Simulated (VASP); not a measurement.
# Pt (P6_3/mmc) in VASP: a series of runs, part 2 of 2

VASP 6.6.1. Earlier steps stand in the parts before.

## Step 3: Relaxation of shape and atoms at fixed volume, PBEsol (15.59 Å³/atom)

This run uses another cell than the first one, of 15.59 Å³/atom.

Contents of INCAR:

```
PREC     = Accurate       # precision mode
ENCUT    = 600            # plane-wave cutoff, eV
EDIFF    = 1E-6           # SCF threshold, eV
ISMEAR   = 0              # smearing method
SIGMA    = 0.1            # smearing width, eV
LREAL    = False          # projectors in reciprocal space
LASPH    = True           # aspherical terms in the spheres
NELM     = 80             # most SCF steps
ALGO     = Fast           # electronic algorithm
ISIF     = 4              # what is computed and relaxed
LWAVE    = False          # write WAVECAR
LCHARG   = False          # write CHGCAR
GGA      = PS             # functional
IBRION   = 2              # ionic algorithm
NSW      = 50             # ionic steps
EDIFFG   = -0.01          # ionic threshold
```

Contents of KPOINTS:

```
regular mesh
0
Gamma
  18 18 10
```

Contents of POSCAR:

```
Pt
1.0
    2.7521532521      0.0000000000      0.0000000000
   -1.3760766260      2.3834346314      0.0000000000
    0.0000000000      0.0000000000      4.7534106993
Pt
2
Direct
    0.6666666667      0.3333333333      0.7500000000
    0.3333333333      0.6666666667      0.2500000000
```

Potentials or basis: VASP PAW PBE potentials, release 64 (Pt).

Started as:

```bash
$ cat potpaw_PBE.64/Pt/POTCAR > POTCAR
$ mpirun -np 1 vasp_std > vasp.out
```

Wall time 1.9 min (1 thread of Intel Xeon 6975P-C (Granite Rapids), shared host); peak memory 0.24 GiB.

Results (log left out):

| Quantity | Value |
| --- | --- |
| Free energy | -13.7849 eV |
| Energy gained by relaxing | 0.1 meV/atom |
| Ionic steps | 2 |
| Pressure after relaxing | -7.9 GPa |
| Band gap on the k mesh | zero (bands 10 and 11 overlap by 1.30 eV) |

Step by step:
```tsv
step	energy change (eV)	largest force (eV/Å)	pressure (GPa)	volume (Å³)
1	0.0000	0.0000	-7.99	31.18
2	-0.0002	0.0000	-7.94	31.18
```

Final structure:
```yaml
crystal:
  lattice:
    - [2.74900, 0.00000, 0.00000]
    - [-1.37450, 2.38070, 0.00000]
    - [0.00000, 0.00000, 4.76434]
  atoms:
    - { symbol: Pt, position: [0.66667, 0.33333, 0.75000] }
    - { symbol: Pt, position: [0.33333, 0.66667, 0.25000] }
```

Levels at points of the mesh, in eV from the Fermi level:
```csv
k point,band 8,band 9,band 10,band 11,band 12,band 13
"(0.00, 0.00, 0.00)",-1.83,-1.83,-0.83,-0.21,-0.21,4.75
"(0.50, 0.00, 0.00)",0.03,0.30,0.51,2.27,3.75,7.28
"(0.00, 0.00, 0.50)",-3.49,-0.80,-0.80,-0.80,-0.80,12.00
"(0.50, 0.00, 0.50)",-0.89,0.42,0.42,1.66,1.66,6.52
```

Caveat: the PAW data sets were made with another functional, which shifts forces and pressure a little; spin-orbit coupling is left out, which moves the levels of the heavy elements.

## Step 4: Relaxation of shape and atoms at fixed volume, PBEsol (16.04 Å³/atom)

This run uses another cell than the first one, of 16.04 Å³/atom.

Contents of INCAR:

```
PREC = Accurate
ENCUT = 600
EDIFF = 1E-6
ISMEAR = 0
SIGMA = 0.1
LREAL = False
LASPH = True
NELM = 60
ALGO = Fast
ISIF = 4
LWAVE = False
LCHARG = False
GGA = PS
IBRION = 2
NSW = 50
EDIFFG = -0.01
```

KPOINTS is that of step 3.

Contents of POSCAR:

```
Pt
1.0
    2.7734677550      0.0000000000      0.0000000000
   -1.3867338775      2.4018935324      0.0000000000
    0.0000000000      0.0000000000      4.8169591712
Pt
2
Direct
    0.6666666667      0.3333333333      0.7500000000
    0.3333333333      0.6666666667      0.2500000000
```

Started as:

```bash
$ cat potpaw_PBE.64/Pt/POTCAR > POTCAR
$ mpirun -np 1 vasp_std > vasp.out
```

Run time: 1.9 min. Hardware: 1 thread of Intel Xeon 6975P-C (Granite Rapids), shared host; peak memory 0.24 GiB.

The run converged. Its results:

```yaml
Free_energy: -13.7219 eV
Energy_gained_by_relaxing: 0.1 meV/atom
Ionic_steps: 2
Pressure_after_relaxing: -14.2 GPa
Band_gap_on_the_k_mesh: zero (bands 10 and 11 overlap by 1.24 eV)
```

Stress tensor (GPa, compression positive):
```
-14.22   0.00   0.00
  0.00 -14.22   0.00
  0.00   0.00 -14.10
```

Step by step:
```
step  energy change (eV)  largest force (eV/Å)  pressure (GPa)  volume (Å³)
   1              0.0000                0.0000          -14.23        32.09
   2             -0.0002                0.0000          -14.18        32.09
```

Final structure:
```
CELL_PARAMETERS angstrom
2.77052 0.00000 0.00000
-1.38526 2.39934 0.00000
0.00000 0.00000 4.82721
ATOMIC_POSITIONS crystal
Pt 0.66667 0.33333 0.75000
Pt 0.33333 0.66667 0.25000
```

Levels at points of the mesh, in eV from the Fermi level:
```csv
k point,band 7,band 8,band 9,band 10,band 11,band 12,band 13,band 14
"(0.00, 0.00, 0.00)",-2.99,-1.71,-1.71,-0.73,-0.19,-0.19,4.51,15.15
"(0.50, 0.00, 0.00)",-2.52,0.01,0.30,0.49,2.22,3.67,7.13,8.70
"(0.00, 0.00, 0.50)",-3.33,-3.33,-0.75,-0.75,-0.75,-0.75,11.68,11.68
"(0.50, 0.00, 0.50)",-0.82,-0.82,0.41,0.41,1.67,1.67,6.33,6.33
```

Caveat: the PAW data sets were made with another functional, which shifts forces and pressure a little; spin-orbit coupling is left out, which moves the levels of the heavy elements.

## Step 5: Relaxation of shape and atoms at fixed volume, PBEsol (16.65 Å³/atom)

This run uses another cell than the first one, of 16.65 Å³/atom.

Contents of INCAR:

```
PREC = Accurate
ENCUT = 600
EDIFF = 1E-6
ISMEAR = 0
SIGMA = 0.1
LREAL = F
LASPH = T
NELM = 100
ALGO = Fast
ISIF = 4
LWAVE = F
LCHARG = F
GGA = PS
IBRION = 2
NSW = 50
EDIFFG = -0.01
```

Contents of KPOINTS:

```
Automatic mesh
0
Gamma
  18 18 10
```

Contents of POSCAR:

```
Pt
1.0
    2.8026504816      0.0000000000      0.0000000000
   -1.4013252408      2.4271665150      0.0000000000
    0.0000000000      0.0000000000      4.8951741476
Pt
2
Direct
    0.6666666667      0.3333333333      0.7500000000
    0.3333333333      0.6666666667      0.2500000000
```

Started as:

```bash
$ cat potpaw_PBE.64/Pt/POTCAR > POTCAR
$ mpirun -np 1 vasp_std > vasp.out
```

It took 2.4 min on 1 thread of Intel Xeon 6975P-C (Granite Rapids), shared host; peak memory 0.25 GiB.

Results (log left out):

```
Free energy               : -13.5893 eV
Energy gained by relaxing : 0.3 meV/atom
Ionic steps               : 3
Pressure after relaxing   : -20.7 GPa
Band gap on the k mesh    : zero (bands 10 and 11 overlap by 1.18 eV)
```

Step by step:
| step | energy change (eV) | largest force (eV/Å) | pressure (GPa) | volume (Å³) |
| --- | --- | --- | --- | --- |
| 1 | 0.0000 | 0.0000 | -20.82 | 33.30 |
| 2 | -0.0005 | 0.0000 | -20.74 | 33.30 |
| 3 | -0.0005 | 0.0000 | -20.69 | 33.30 |

Final structure:
```yaml
crystal:
  lattice:
    - [2.79593, 0.00000, 0.00000]
    - [-1.39796, 2.42135, 0.00000]
    - [0.00000, 0.00000, 4.91874]
  atoms:
    - { symbol: Pt, position: [0.66667, 0.33333, 0.75000] }
    - { symbol: Pt, position: [0.33333, 0.66667, 0.25000] }
```

Levels at points of the mesh, in eV from the Fermi level:
```
           k point  band 6  band 7  band 8  band 9  band 10  band 11  band 12  band 13  band 14
(0.00, 0.00, 0.00)   -2.84   -2.84   -1.54   -1.54    -0.62    -0.17    -0.17     4.17    15.25
(0.50, 0.00, 0.00)   -2.71   -2.31   -0.02    0.32     0.49     2.18     3.59     6.93     8.48
(0.00, 0.00, 0.50)   -3.13   -3.13   -3.13   -0.69    -0.69    -0.69    -0.69    11.22    11.22
(0.50, 0.00, 0.50)   -1.58   -0.74   -0.74    0.42     0.42     1.70     1.70     6.10     6.10
```

Caveat: the PAW data sets were made with another functional, which shifts forces and pressure a little; spin-orbit coupling is left out, which moves the levels of the heavy elements.

## Step 6: Relaxation of shape and atoms at fixed volume, PBEsol (13.32 Å³/atom)

This run uses another cell than the first one, of 13.32 Å³/atom.

Contents of INCAR:

```
SYSTEM = Pt
ALGO = Fast
EDIFF = 1E-6
EDIFFG = -0.01
ENCUT = 600
GGA = PS
IBRION = 2
ISIF = 4
ISMEAR = 0
LASPH = .True.
LCHARG = .False.
LREAL = .False.
LWAVE = .False.
NELM = 60
NSW = 50
PREC = Accurate
SIGMA = 0.1
```

Contents of KPOINTS:

```
k-points
0
Gamma
  18 18 10
  0 0 0
```

Contents of POSCAR:

```
Pt
1.0
    2.6213977504      0.0000000000      0.0000000000
   -1.3106988752      2.2701970452      0.0000000000
    0.0000000000      0.0000000000      4.4764132174
Pt
2
Direct
    0.6666666667      0.3333333333      0.7500000000
    0.3333333333      0.6666666667      0.2500000000
```

Potentials or basis: VASP PAW PBE potentials, release 64 (Pt).

Started as:

```bash
$ cat potpaw_PBE.64/Pt/POTCAR > POTCAR
$ mpirun -np 1 vasp_std > vasp.out
```

Run time: 1.8 min. Hardware: 1 thread of Intel Xeon 6975P-C (Granite Rapids), shared host; peak memory 0.22 GiB.

The run converged. Its results:

```
Free energy               : -13.3150 eV
Energy gained by relaxing : 0.1 meV/atom
Ionic steps               : 3
Pressure after relaxing   : 50.2 GPa
Band gap on the k mesh    : zero (bands 10 and 11 overlap by 1.69 eV)
```

The path:
```tsv
step	energy change (eV)	largest force (eV/Å)	pressure (GPa)	volume (Å³)
1	0.0000	0.0000	50.46	26.64
2	-0.0001	0.0000	50.19	26.64
3	-0.0002	0.0000	50.23	26.64
```

Final structure:
```cif
data_structure
_symmetry_space_group_name_H-M 'P 1'
_symmetry_Int_Tables_number 1
_cell_length_a 2.6243
_cell_length_b 2.6243
_cell_length_c 4.4665
_cell_angle_alpha 90.000
_cell_angle_beta 90.000
_cell_angle_gamma 120.000
_cell_volume 26.64
loop_
_atom_site_label
_atom_site_type_symbol
_atom_site_fract_x
_atom_site_fract_y
_atom_site_fract_z
_atom_site_occupancy
Pt1 Pt 0.66667 0.33333 0.75000 1
Pt2 Pt 0.33333 0.66667 0.25000 1
```

Levels at points of the mesh, in eV from the Fermi level:
| k point | band 6 | band 7 | band 8 | band 9 | band 10 | band 11 | band 12 | band 13 | band 14 |
| --- | --- | --- | --- | --- | --- | --- | --- | --- | --- |
| (0.00, 0.00, 0.00) | -3.97 | -3.97 | -2.56 | -2.56 | -1.42 | -0.31 | -0.31 | 6.15 | 14.55 |
| (0.50, 0.00, 0.00) | -3.81 | -3.64 | 0.13 | 0.31 | 0.62 | 2.59 | 4.29 | 8.16 | 9.84 |
| (0.00, 0.00, 0.50) | -4.52 | -4.52 | -4.52 | -1.07 | -1.07 | -1.07 | -1.07 | 13.24 | 13.24 |
| (0.50, 0.00, 0.50) | -2.51 | -1.35 | -1.35 | 0.49 | 0.49 | 1.66 | 1.66 | 7.71 | 7.71 |

Caveat: the PAW data sets were made with another functional, which shifts forces and pressure a little; spin-orbit coupling is left out, which moves the levels of the heavy elements.

## Step 7: Overview

```csv
task,cell,cutoff (eV),gap on the mesh (eV),pressure (GPa)
single point,"a = 2.891, b = 2.891, c = 4.588 Å, angles 90.0, 90.0, 120.0°, 2 atoms",520,none,-20.4
relaxation of shape and atoms at fixed volume,"relaxed from a = 2.752, b = 2.752, c = 4.753 Å, angles 90.0, 90.0, 120.0°, 2 atoms",600,none,-7.9
relaxation of shape and atoms at fixed volume,"relaxed from a = 2.773, b = 2.773, c = 4.817 Å, angles 90.0, 90.0, 120.0°, 2 atoms",600,none,-14.2
relaxation of shape and atoms at fixed volume,"relaxed from a = 2.803, b = 2.803, c = 4.895 Å, angles 90.0, 90.0, 120.0°, 2 atoms",600,none,-20.7
relaxation of shape and atoms at fixed volume,"relaxed from a = 2.621, b = 2.621, c = 4.476 Å, angles 90.0, 90.0, 120.0°, 2 atoms",600,none,50.2
```

Alike in all rows: level PBEsol; potentials or basis VASP PAW PBE potentials, release 64 (Pt); no spin polarisation; k mesh 18 × 18 × 10; smearing gaussian 0.1 eV.

Caveats: the PAW data sets were made with another functional, which shifts forces and pressure a little; spin-orbit coupling is left out, which moves the levels of the heavy elements; the stress differs along the axes, from -23 to -16 GPa (at least some runs).

Absolute energies hang on the potentials; compare differences alone.
